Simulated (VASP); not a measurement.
Wanted: the native input for a VASP 6.6.1 run.

```
Task                   : relaxation of cell and atoms
Functional             : PBE
Potentials or basis    : VASP PAW PBE potentials, release 64 (Pb_d, O)
Cutoff                 : 600 eV
k mesh                 : 8 × 8 × 8
Occupations            : gaussian, width 0.1 eV
Spin                   : no spin polarisation
Dipole correction      : no
Further INCAR settings : ALGO = Normal; EDIFF = 1e-07; IBRION = 2; EDIFFG = -0.01; NSW = 100; ISIF = 3
```

The structure of Pb2O lies in POSCAR:

```
Pb2O
1.0
    0.0000000000      4.2777348830      4.2777348830
    4.2777348830      0.0000000000      4.2777348830
    4.2777348830      4.2777348830      0.0000000000
Pb O
4 2
Direct
    0.6250000000      0.6250000000      0.6250000000
    0.1250000000      0.6250000000      0.6250000000
    0.6250000000      0.6250000000      0.1250000000
    0.6250000000      0.1250000000      0.6250000000
    0.0000000000      0.0000000000      0.0000000000
    0.2500000000      0.2500000000      0.2500000000
```

The input as run:

INCAR

```
SYSTEM = Pb2O
PREC     = Accurate       ! precision mode
ENCUT    = 600            ! plane-wave cutoff, eV
EDIFF    = 1E-7           ! SCF threshold, eV
ISMEAR   = 0              ! smearing method
SIGMA    = 0.1            ! smearing width, eV
LREAL    = .FALSE.        ! projectors in reciprocal space
LASPH    = .TRUE.         ! aspherical terms in the spheres
NELM     = 80             ! most SCF steps
ALGO     = Normal         ! electronic algorithm
ISIF     = 3              ! what is computed and relaxed
LWAVE    = .FALSE.        ! write WAVECAR
LCHARG   = .FALSE.        ! write CHGCAR
GGA      = PE             ! functional
IBRION   = 2              ! ionic algorithm
NSW      = 100            ! ionic steps
EDIFFG   = -0.01          ! ionic threshold
```

KPOINTS

```
regular mesh
0
G
  8 8 8
  0 0 0
```

Potentials or basis: VASP PAW PBE potentials, release 64 (Pb_d, O).

Run with:

```bash
$ cat potpaw_PBE.64/Pb_d/POTCAR potpaw_PBE.64/O/POTCAR > POTCAR
$ mpirun -np 1 vasp_std > vasp.out
```

Results of the run:

| Property | Result |
| --- | --- |
| Relaxed volume | 27.99 Å³/atom |
| Relaxed cell | a = 6.193 Å, b = 6.193 Å, c = 6.193 Å, α = 60.00°, β = 60.00°, γ = 60.00° |
| Space group after relaxing (to 0.1 Å) | Fd-3m (No. 227) |
| Energy gained by relaxing | 16.4 meV/atom |
| Ionic steps | 2 |
| Pressure after relaxing | 0.0 GPa |
| Band gap on the k mesh | zero (bands 34 and 35 overlap by 0.29 eV) |

Caveat: semilocal functionals underestimate gaps, and a narrow one can read as zero; spin-orbit coupling is left out, which moves the levels of the heavy elements.

It took 4.9 min on 1 thread of Intel(R) Xeon(R) 6975P-C (Granite Rapids), with other jobs on the host, peak memory 0.44 GiB.
